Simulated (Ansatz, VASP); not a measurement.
# Be3GeF2: VASP beside Ansatz

```
CELL_PARAMETERS angstrom
2.29153 1.32302 3.77771
-2.29153 1.32302 3.77771
0.00000 -2.64603 3.77771
ATOMIC_POSITIONS crystal
Be 0.00000 0.50000 0.00000
Be 0.50000 0.00000 0.00000
Be 0.00000 0.00000 0.50000
Ge 0.50000 0.50000 0.50000
F 0.71038 0.71038 0.71038
F 0.28962 0.28962 0.28962
```

Alike in both runs: task relaxation of cell and atoms; functional PBE; k mesh 6 × 6 × 6; occupations gaussian, width 0.1 eV; no spin polarisation.

|  | VASP | Ansatz |
| --- | --- | --- |
| version | VASP 6.6.1 | Ansatz 0.2.0 |
| potentials or method | VASP PAW PBE potentials, release 64 (Be, Ge_d, F), cutoff 600 eV | scalar-relativistic, plane waves, PAW |
| valence electrons in the cell | 34 | 34 |

|  | VASP | Ansatz | Ansatz less VASP |
| --- | --- | --- | --- |
| gap on the k mesh at the Fermi level, each at its own relaxed structure (eV) | 0.07 | 0.07 | +0.001 |
| relaxed volume (Å³/atom) | 11.47 | 11.45 | -0.019 |
| relaxed length of the cell vector where the two differ most in proportion (Å) | 4.614 | 4.612 | -0.0016 |
